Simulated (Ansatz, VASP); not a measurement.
**Nb in VASP and in Ansatz**

INCAR

```
PREC = Accurate ; ENCUT = 500
EDIFF = 1E-6 ; ISMEAR = -1
SIGMA = 0.05 ; LREAL = F
LASPH = T ; NELM = 120
ALGO = Normal ; ISIF = 2
LWAVE = F ; LCHARG = T
LELF = T ; LVHAR = T
NBANDS = 12 ; GGA_COMPAT = F
```

The input KPOINTS:

```
Automatic mesh
0
Gamma
  11 11 11
```

File POSCAR:

```
Nb
1.0
   -1.6414614324      1.6414614324      1.6414614324
    1.6414614324     -1.6414614324      1.6414614324
    1.6414614324      1.6414614324     -1.6414614324
Nb
1
Direct
    0.0000000000      0.0000000000      0.0000000000
```

The input input.yaml:

```yaml
crystal:
  lattice:
    - [-1.6414614324, 1.6414614324, 1.6414614324]
    - [1.6414614324, -1.6414614324, 1.6414614324]
    - [1.6414614324, 1.6414614324, -1.6414614324]
  atoms:
    - { symbol: Nb, position: [0.0, 0.0, 0.0] }
kpoints:
  mp_grid: { grid: [11, 11, 11] }
scf:
  occupations: { method: fermi_dirac, width: 0.05 }
hamiltonian:
  xc: lda
  pseudopotentials: { kind: all_electron, lapw: { basis_error: 0.001 } }
output:
  forces: true
  stress: true
  eigenvalues: true
```

Change from the starting cell: volume scaled by 0.96.

Alike in both runs: task single point; functional LDA; k mesh 11 × 11 × 11; occupations fermi-dirac, width 0.05 eV; no spin polarisation.

|  | VASP | Ansatz |
| --- | --- | --- |
| version | VASP 6.6.1 | Ansatz 0.2.0 |
| potentials or method | VASP PAW LDA potentials, release 64 (Nb_sv), cutoff 500 eV | all-electron LAPW, scalar-relativistic |

Ansatz gave:

* gap on the k mesh at the Fermi level (eV): none
* pressure (GPa): -5.1

Problem. What did VASP give for the same quantities?

Solution. gap on the k mesh at the Fermi level (eV): none; pressure (GPa): -5.3.

LDA's correlation is that of Perdew and Zunger in VASP and of Perdew and Wang (1992) in Ansatz. A gap of «none» marks a metal or a gap that the smearing closes. Ansatz ran all-electron here, and VASP with PAW potentials.
